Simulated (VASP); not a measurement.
# Sn (I4/mmm) in VASP: further runs

The runs below take Sn through single point, with PBE+D3(BJ).

Program: VASP 6.6.1. These are calculated values, not measurements. Logs are shortened: lines on timing, memory, paths and dates and some standing lists are left out, and cuts for length are marked.

## Step 1: The cell of the first run

The structure is tetragonal, space group I4/mmm (No. 139). The conventional cell has a = 4.254 Å, b = 4.254 Å, c = 3.007 Å, α = 90.00°, β = 90.00°, γ = 90.00°. Sn (site symmetry 4/mmm) has 10 Sn at 3.01 to 3.36 Å within 4.0 Å.

## Step 2: Single point, PBE+D3(BJ)

Input file INCAR:

```
SYSTEM = Sn
ALGO = Fast ; EDIFF = 1E-6
ENCUT = 520 ; GGA = PE
ISIF = 2 ; ISMEAR = 0
IVDW = 12 ; LASPH = .TRUE.
LCHARG = .TRUE. ; LELF = .TRUE.
LREAL = .FALSE. ; LVHAR = .TRUE.
LWAVE = .FALSE. ; NBANDS = 13
NELM = 60 ; PREC = Accurate
SIGMA = 0.15
```

Input file KPOINTS:

```
k-points
0
G
  20 20 20
  0 0 0
```

Input file POSCAR:

```
Sn
1.0
   -2.1267818233      2.1267818233      1.5036347491
    2.1267818233     -2.1267818233      1.5036347491
    2.1267818233      2.1267818233     -1.5036347491
Sn
1
Direct
    0.0000000000      0.0000000000      0.0000000000
```

Potentials or basis: VASP PAW PBE potentials, release 64 (Sn_d).

Launch:

```console
$ cat potpaw_PBE.64/Sn_d/POTCAR > POTCAR
$ mpirun -np 1 vasp_std > vasp.out
```

OUTCAR:

```text
SYSTEM = Sn
   EDIFF = 1E-6
   ENCUT = 520
   GGA = PE
   ISIF = 2
   ISMEAR = 0
   IVDW = 12
   LASPH = .TRUE.
   LREAL = .FALSE.
   NELM = 60
   PREC = Accurate
 IVDW          = 12

 ion  position               nearest neighbor table
   1  0.000  0.000  0.000-

  LATTYP: Found a body centered tetragonal cell.
 ALAT       =     4.2535636466
 C/A-ratio  =     0.7070000000

  Lattice vectors:

 A1 = (  -2.1267818233,   2.1267818233,   1.5036347491)
 A2 = (   2.1267818233,  -2.1267818233,   1.5036347491)
 A3 = (   2.1267818233,   2.1267818233,  -1.5036347491)

Analysis of symmetry for initial positions (statically):
=====================================================================
 Subroutine PRICEL returns:
 Original cell was already a primitive cell.

 Routine SETGRP: Setting up the symmetry group for a
 body centered tetragonal supercell.

 Subroutine GETGRP returns: Found 16 space group operations
 (whereof 16 operations were pure point group operations)
 out of a pool of 16 trial point group operations.

The static configuration has the point symmetry D_4h.

Analysis of symmetry for dynamics (positions and initial velocities):
=====================================================================
 Subroutine PRICEL returns:
 Original cell was already a primitive cell.

 Routine SETGRP: Setting up the symmetry group for a
 body centered tetragonal supercell.

 Subroutine GETGRP returns: Found 16 space group operations
 (whereof 16 operations were pure point group operations)
 out of a pool of 16 trial point group operations.

The dynamic configuration has the point symmetry D_4h.

 Subroutine INISYM returns: Found 16 space group operations
 (whereof 16 operations are pure point group operations),
 and found     1 'primitive' translations

----------------------------------------------------------------------------------------

                                     Primitive cell

  volume of cell :      27.2050

  direct lattice vectors                    reciprocal lattice vectors
    -2.126781823  2.126781823  1.503634749     0.000000000  0.235096988  0.332527564
     2.126781823 -2.126781823  1.503634749     0.235096988  0.000000000  0.332527564
     2.126781823  2.126781823 -1.503634749     0.235096988  0.235096988  0.000000000

  length of vectors
     3.362635768  3.362635768  3.362635768     0.407240929  0.407240929  0.332477348

  position of ions in fractional coordinates (direct lattice)
     0.000000000  0.000000000  0.000000000

  ion indices of the primitive-cell ions
   primitive index   ion index
                 1           1

----------------------------------------------------------------------------------------

 KPOINTS: k-points

Automatic generation of k-mesh.
 Grid dimensions read from file:
 generate k-points for:   20   20   20

 Generating k-lattice:

  Cartesian coordinates                     Fractional coordinates (reciprocal lattice)
     0.000000000  0.011754849  0.016626378     0.050000000  0.000000000 -0.000000000
     0.011754849  0.000000000  0.016626378     0.000000000  0.050000000 -0.000000000
     0.011754849  0.011754849  0.000000000     0.000000000  0.000000000  0.050000000

  Length of vectors
     0.020362046  0.020362046  0.016623867

  Shift w.r.t. Gamma in fractional coordinates (k-lattice)
     0.000000000  0.000000000  0.000000000

 Subroutine IBZKPT returns following result:
 ===========================================

 Found    641 irreducible k-points:

 Following reciprocal coordinates:
            Coordinates               Weight
  0.000000  0.000000  0.000000      1.000000
  0.050000  0.000000 -0.000000      8.000000
  0.100000  0.000000 -0.000000      8.000000
  0.150000  0.000000 -0.000000      8.000000
  0.200000  0.000000 -0.000000      8.000000
  0.250000  0.000000 -0.000000      8.000000
[... 16 lines left out ...]
 -0.400000  0.050000  0.000000     16.000000
 -0.350000  0.050000  0.000000     16.000000
 [... further k-points ...]
   k-points           NKPTS =    641   k-points in BZ     NKDIM =    641   number of bands    NBANDS=     13
   number of dos      NEDOS =    301   number of ions     NIONS =      1
   total plane-waves  NPLWV =  21952
   dimension x,y,z NGX =    28 NGY =   28 NGZ =   28
   dimension x,y,z NGXF=    56 NGYF=   56 NGZF=   56
   ions per type =               1
   NGX,Y,Z   is equivalent  to a cutoff of  13.84, 13.84, 13.84 a.u.
   NGXF,Y,Z  is equivalent  to a cutoff of  27.69, 27.69, 27.69 a.u.
 SYSTEM =  Sn
   PREC   = accura    normal or accurate (medium, high low for compatibility)
   ISTART =      0    job   : 0-new  1-cont  2-samecut
   ICHARG =      2    charge: 1-file 2-atom 10-const
   ISPIN  =      1    spin polarized calculation?
   LNONCOLLINEAR =      F non collinear calculations
   LSORBIT =      F    spin-orbit coupling
   LASPH  =      T    aspherical Exc in radial PAW
   ENCUT  =  520.0 eV  38.22 Ry    6.18 a.u.   6.25  6.25  6.25*2*pi/ulx,y,z
   NELM   =     60;   NELMIN=  2; NELMDL= -5     # of ELM steps
   EDIFF  = 0.1E-05   stopping-criterion for ELM
   LREAL  =      F    real-space projection
   EDIFFG = 0.1E-04   stopping-criterion for IOM
   NSW    =      0    number of steps for IOM
   IBRION =     -1    ionic relax: 0-MD 1-quasi-New 2-CG
   NFREE  =      0    steps in history (QN), initial steepest desc. (CG)
   ISIF   =      2    stress and relaxation
   ISYM   =      2    0-nonsym 1-usesym 2-fastsym
   POTIM  = 0.5000    time-step for ionic-motion
   TEBEG  =    0.0;   TEEND  =   0.0 temperature during run
   PSTRESS=    0.0 pullay stress
   NELECT =      14.0000    total number of electrons
   NUPDOWN=      -1.0000    fix difference up-down
   EMIN   =  10.00;   EMAX   =-10.00  energy-range for DOS
   EFERMI =   0.00;   METHOD = LEGACY
   ISMEAR =     0;   SIGMA  =   0.15  broadening in eV -4-tet -1-fermi 0-gaus
   EFERMI_NEDOS =   21; number of points for ismear=-14 and -15
   IALGO  =     68    algorithm
   IMIX   =      4    mixing-type and parameters
     AMIX     =   0.40;   BMIX     =  1.00
     AMIX_MAG =   1.60;   BMIX_MAG =  1.00
  volume/ion in A,a.u.               =      27.20       183.59
  Fermi-wavevector in a.u.,A,eV,Ry     =   1.311902  2.479136 23.416813  1.721087
  Thomas-Fermi vector in A             =   2.442332
   LORBIT       =      0    0 simple, 1 ext, 2 COOP (PROOUT), +10 PAW based schemes
   GGA     = PE    functional components
   LHFCALC =     F    Hartree Fock is set to
   AEXX    =    0.0000 exact exchange contribution
   IVDW    =    12    specifies the selected vdW correction
   LEPSILON=     F    determine dielectric tensor
   LRPA    =     F    only Hartree local field effects (RPA)
 non-spin polarized calculation
 RMM-DIIS sequential band-by-band and
 Gauss-broadening in eV      SIGMA  =   0.15
  energy-cutoff  :      520.00
  volume of cell :       27.20
 maximum number of plane-waves:       756
 NGX is ok and might be reduce to    28
   NGX = 13   NGY = 13   NGZ = 13

 number of electron      14.0000001 magnetization

 Free energy of the ion-electron system (eV)
  ---------------------------------------------------
  ext. energy  EPLUGINS =         0.00000000
  ---------------------------------------------------
  free energy    TOTEN  =        -3.71287976 eV

  energy without entropy =       -3.70680668  energy(sigma->0) =       -3.70984322

 E-fermi :   8.0973     XC(G=0): -10.3206

 val. band max:        8.0863525172   @ k =  -0.4500  -0.4500   0.3000
 cond. band min:       8.1050014935   @ k =  -0.2500  -0.3000   0.0500
 fundamental gap:      0.0186489762
 Fermi energy:         8.0972976219

 k-point     1 :       0.0000    0.0000    0.0000
  band No.  band energies     occupation
      1     -13.6020      2.00000
      2     -13.5466      2.00000
      3     -13.3857      2.00000
      4     -13.3857      2.00000
      5     -13.3455      2.00000
      6      -3.1271      2.00000
      7      13.3965      0.00000
      8      13.3965      0.00000
      9      16.7846      0.00000
     10      17.6361      0.00000
     11      19.3189      0.00000
     12      22.1430      0.00000
     13      22.1430      0.00000

 k-point     2 :       0.0500    0.0000   -0.0000
  band No.  band energies     occupation
      1     -13.5932      2.00000
      2     -13.5433      2.00000
      3     -13.3881      2.00000
      4     -13.3880      2.00000
      5     -13.3466      2.00000
      6      -3.0623      2.00000
      7      13.2464      0.00000
      8      13.2886      0.00000
      9      17.0320      0.00000
     10      17.7362      0.00000
     11      18.9114      0.00000
     12      21.4921      0.00000
     13      21.5469      0.00000

 k-point     3 :       0.1000    0.0000   -0.0000
  band No.  band energies     occupation
      1     -13.5677      2.00000
      2     -13.5342      2.00000
      3     -13.3951      2.00000
      4     -13.3939      2.00000
      5     -13.3498      2.00000
      6      -2.8674      2.00000
      7      12.8946      0.00000
      8      13.0179      0.00000
      9      17.0860      0.00000
     10      17.6652      0.00000
     11      18.7889      0.00000
     12      20.4419      0.00000
     13      20.4820      0.00000
[... 305 lines left out ...]
 k-point    23 :      -0.4000    0.0500    0.0000
  band No.  band energies     occupation
      1     -13.5400      2.00000
      2     -13.4879      2.00000
      3     -13.3804      2.00000
      4     -13.3428      2.00000
      5     -13.2977      2.00000
      6       0.4119      2.00000
      7       7.5412      2.00000
      8      10.5151      0.00000
      9      11.8445      0.00000
     10      15.6408      0.00000
     11      16.7571      0.00000
     12      21.4500      0.00000
     13      23.5664      0.00000

 k-point    24 :      -0.3500    0.0500    0.0000
  band No.  band energies     occupation
      1     -13.5266      2.00000
      2     -13.4734      2.00000
      3     -13.3766      2.00000
      4     -13.3626      2.00000
      5     -13.3447      2.00000
      6      -0.4806      2.00000
      7       9.1669      0.00000
      8      10.6151      0.00000
      9      12.0334      0.00000
     10      16.2088      0.00000
     11      17.4459      0.00000
     12      21.8261      0.00000
     13      22.8693      0.00000

 [... further k-points ...]

------------------------ aborting loop because EDIFF is reached ----------------------------------------

 Edisp (eV)   -0.38643

 E8    (eV) :    -0.1861

  FORCE on cell =-STRESS in cart. coord.  units (eV):
  Direction    XX          YY          ZZ          XY          YZ          ZX
  --------------------------------------------------------------------------------------
  -------------------------------------------------------------------------------------
  Total      -0.30941    -0.30941     1.17041     0.00000     0.00000     0.00000
  in kB     -18.22212   -18.22212    68.92880     0.00000     0.00000     0.00000
  external pressure =       10.83 kB  Pullay stress =        0.00 kB

 VOLUME and BASIS-vectors are now :
 -----------------------------------------------------------------------------
  energy-cutoff  :      520.00
  volume of cell :       27.20
      direct lattice vectors                 reciprocal lattice vectors
    -2.126781823  2.126781823  1.503634749     0.000000000  0.235096988  0.332527564
     2.126781823 -2.126781823  1.503634749     0.235096988  0.000000000  0.332527564
     2.126781823  2.126781823 -1.503634749     0.235096988  0.235096988  0.000000000

 POSITION                                       TOTAL-FORCE (eV/Angst)
 -----------------------------------------------------------------------------------
      0.00000      0.00000      0.00000         0.000000     -0.000000      0.000000
 -----------------------------------------------------------------------------------
    total drift:                               -0.000000     -0.000000     -0.000000

  FREE ENERGIE OF THE ION-ELECTRON SYSTEM (eV)
  ---------------------------------------------------
  free  energy   TOTEN  =        -4.0993139535 eV

  energy  without entropy=       -4.0932408748  energy(sigma->0) =       -4.09627741
```

Wall time 6.9 min (1 thread of Intel Xeon 8259CL, shared host); peak memory 0.34 GiB.

What came out:

* Free energy: -4.0993 eV
* Pressure: 1.1 GPa
* Band gap on the k mesh: zero (bands 7 and 8 overlap by 8.03 eV)
* Dispersion energy per atom: -0.386 eV

Caveat: spin-orbit coupling is left out, which moves the levels of the heavy elements.

## Step 3: Single point, PBE+D3(BJ)

Input file INCAR:

```
SYSTEM = Sn
  PREC = Accurate
  ENCUT = 520
  EDIFF = 1E-6
  ISMEAR = 0
  SIGMA = 0.15
  LREAL = .False.
  LASPH = .True.
  NELM = 80
  ALGO = Fast
  ISIF = 2
  LWAVE = .False.
  LCHARG = .False.
  GGA = PE
  IVDW = 12
  NBANDS = 13
```

Input file KPOINTS:

```
Automatic mesh
0
Gamma
  20 20 20
  0 0 0
```

Input file POSCAR:

```
Sn
1.0
   -2.0001217658      2.0001217658      1.7001035009
    2.0001217658     -2.0001217658      1.7001035009
    2.0001217658      2.0001217658     -1.7001035009
Sn
1
Direct
    0.0000000000      0.0000000000      0.0000000000
```

Potentials or basis: VASP PAW PBE potentials, release 64 (Sn_d).

Launch:

```console
$ cat potpaw_PBE.64/Sn_d/POTCAR > POTCAR
$ mpirun -np 1 vasp_std > vasp.out
```

Wall time 6.6 min (1 thread of Intel Xeon 8259CL, shared host); peak memory 0.34 GiB.

The run converged. Its results:

```yaml
Free_energy: -4.1714 eV
Pressure: -1.2 GPa
Band_gap_on_the_k_mesh: zero (bands 7 and 8 overlap by 9.27 eV)
Dispersion_energy_per_atom: -0.385 eV
```

Stress tensor (GPa, compression positive):
```
-1.30  0.00  0.00
 0.00 -1.30  0.00
 0.00  0.00 -0.88
```

Levels at points of the mesh, in eV from the Fermi level:
| k point | band 3 | band 4 | band 5 | band 6 | band 7 | band 8 | band 9 | band 10 | band 11 | band 12 |
| --- | --- | --- | --- | --- | --- | --- | --- | --- | --- | --- |
| (0.00, 0.00, 0.00) | -21.54 | -21.49 | -21.41 | -11.10 | 7.09 | 7.09 | 9.00 | 10.68 | 11.90 | 12.26 |
| (0.50, 0.00, 0.00) | -21.45 | -21.39 | -21.35 | -5.94 | -4.26 | 3.11 | 4.51 | 7.29 | 7.49 | 13.97 |
| (0.50, 0.50, 0.00) | -21.49 | -21.45 | -21.36 | -7.14 | -4.69 | 5.28 | 7.35 | 9.85 | 10.34 | 12.24 |
| (0.50, 0.50, 0.50) | -21.38 | -21.38 | -21.35 | -3.12 | -1.41 | -1.41 | 1.86 | 3.15 | 5.47 | 18.64 |

Caveat: spin-orbit coupling is left out, which moves the levels of the heavy elements.

## Step 4: Single point, PBE+D3(BJ)

Input file INCAR:

```
SYSTEM = Sn
PREC = Accurate ; ENCUT = 520
EDIFF = 1E-6 ; ISMEAR = 0
SIGMA = 0.15 ; LREAL = .False.
LASPH = .True. ; NELM = 60
ALGO = Fast ; ISIF = 2
LWAVE = .False. ; LCHARG = .False.
GGA = PE ; IVDW = 12
NBANDS = 13
```

Input file KPOINTS:

```
regular mesh
0
Gamma
  20 20 20
  0 0 0
```

Input file POSCAR:

```
Sn
1.0
   -1.7829356241      1.7829356241      2.1395227489
    1.7829356241     -1.7829356241      2.1395227489
    1.7829356241      1.7829356241     -2.1395227489
Sn
1
Direct
    0.0000000000      0.0000000000      0.0000000000
```

Launch:

```console
$ cat potpaw_PBE.64/Sn_d/POTCAR > POTCAR
$ mpirun -np 1 vasp_std > vasp.out
```

Wall time 6.5 min (1 thread of Intel Xeon 8259CL, shared host); peak memory 0.34 GiB.

Results (log left out):

* Free energy: -4.1686 eV
* Pressure: -1.1 GPa
* Band gap on the k mesh: zero (bands 7 and 8 overlap by 9.77 eV)
* Dispersion energy per atom: -0.385 eV

Stress tensor (GPa, compression positive):
```
-1.10  0.00  0.00
 0.00 -1.10  0.00
 0.00  0.00 -0.99
```

Levels at points of the mesh, in eV from the Fermi level:
```csv
k point,band 4,band 5,band 6,band 7,band 8,band 9,band 10,band 11
"(0.00, 0.00, 0.00)",-21.53,-21.47,-11.14,7.55,7.86,7.86,10.91,11.86
"(0.50, 0.00, 0.00)",-21.46,-21.41,-6.74,-4.61,4.52,6.24,9.00,9.34
"(0.50, 0.50, 0.00)",-21.45,-21.39,-5.67,-4.09,2.44,3.46,6.36,6.59
"(0.50, 0.50, 0.50)",-21.40,-21.40,-3.37,-2.45,0.72,0.72,4.02,4.71
```

Caveat: spin-orbit coupling is left out, which moves the levels of the heavy elements.

## Step 5: The runs side by side

| cell | gap on the mesh (eV) | pressure (GPa) |
| --- | --- | --- |
| a = 3.363 Å, angles 101.5, 101.5, 126.9°, 1 atom | none | 1.1 |
| a = 3.300 Å, angles 105.4, 105.4, 118.0°, 1 atom | none | -1.2 |
| a = 3.307 Å, angles 114.7, 114.7, 99.4°, 1 atom | none | -1.1 |

Alike in all rows: task single point; level PBE+D3(BJ); potentials or basis VASP PAW PBE potentials, release 64 (Sn_d); no spin polarisation; k mesh 20 × 20 × 20; cutoff (eV) 520; smearing gaussian 0.15 eV.

Caveats: spin-orbit coupling is left out, which moves the levels of the heavy elements.

Total energies depend on the potentials used, so only differences within one code and one set of settings carry meaning.
